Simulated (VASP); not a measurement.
Ge:

```
Ge
1.0
     2.73774    0.00000    0.00000
     0.00000    2.73774    0.00000
     0.00000    0.00000    2.73774
Ge
1
Cartesian
  0.0000 0.0000 0.0000
```

| Item | Value |
| --- | --- |
| Program | VASP 6.6.1 |
| Task | relaxation of cell and atoms |
| Functional | PBEsol |
| Potentials or basis | VASP PAW PBE potentials, release 64 (Ge_d) |
| Cutoff | 600 eV |
| k mesh | 15 × 15 × 15 |
| Occupations | fermi-dirac, width 0.1 eV |
| Spin | no spin polarisation |

At the start: pressure -5.2 GPa; volume 20.52 Å³/atom.

**Question.** Where does the relaxation end?

**Answer.** Over 4 steps the energy falls by 26.7 meV/atom and the volume is 18.97 Å³/atom (-7.6 %); space group Pm-3m (No. 221, to 0.05 Å).

The path:
```
step  energy change (eV)  largest force (eV/Å)  pressure (GPa)  volume (Å³)
   1              0.0000                0.0000           -5.17        20.52
   2             -0.0252                0.0000            1.23        18.61
   3             -0.0267                0.0000            0.10        18.94
   4             -0.0267                0.0000           -0.04        18.97
```

Final structure:
```
CELL_PARAMETERS angstrom
2.66693 0.00000 0.00000
0.00000 2.66693 0.00000
0.00000 0.00000 2.66693
ATOMIC_POSITIONS crystal
Ge 0.00000 0.00000 0.00000
```

Caveat: the PAW data sets were made with another functional, which shifts forces and pressure a little.
